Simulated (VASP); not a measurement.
# Zr2H3: single point with PBE

The system is Zr2H3.

```
CELL_PARAMETERS angstrom
5.08498 0.00000 0.00000
-2.54249 4.40372 0.00000
0.00000 0.00000 3.76380
ATOMIC_POSITIONS crystal
Zr 0.33333 0.66667 0.00000
Zr 0.66667 0.33333 0.00000
H 0.33333 0.66667 0.50000
H 0.66667 0.33333 0.50000
H 0.00000 0.00000 0.50000
```

The cell was built from a structure type or drawn by symmetry, and may not be a known phase.

| Property | Result |
| --- | --- |
| Program | VASP 6.6.1 |
| Task | single point |
| Functional | PBE |
| Potentials or basis | VASP PAW PBE potentials, release 64 (Zr_sv, H) |
| Cutoff | 520 eV |
| k mesh | 12 × 12 × 10 |
| Occupations | gaussian, width 0.1 eV |
| Spin | no spin polarisation |

| Quantity | Value |
| --- | --- |
| Pressure | 0.0 GPa |
| Band gap on the k mesh | zero (an odd number of electrons rules out a gap without spin polarisation) |

Levels at points of the mesh, in eV from the Fermi level:
```
           k point  band 12  band 13  band 14  band 15  band 16  band 17
(0.00, 0.00, 0.00)     0.51     0.51     0.77     0.77     0.82     1.32
(0.50, 0.00, 0.00)    -0.83    -0.55    -0.20     1.04     1.43     2.52
(0.00, 0.00, 0.50)    -0.40    -0.40    -0.16     1.08     1.08     1.17
(0.50, 0.00, 0.50)    -0.89    -0.65    -0.37     0.00     1.32     1.51
```

Wall time 3.6 min on 1 thread of Intel(R) Xeon(R) Platinum 8488C (Sapphire Rapids), on a shared host, peak memory 0.31 GiB.
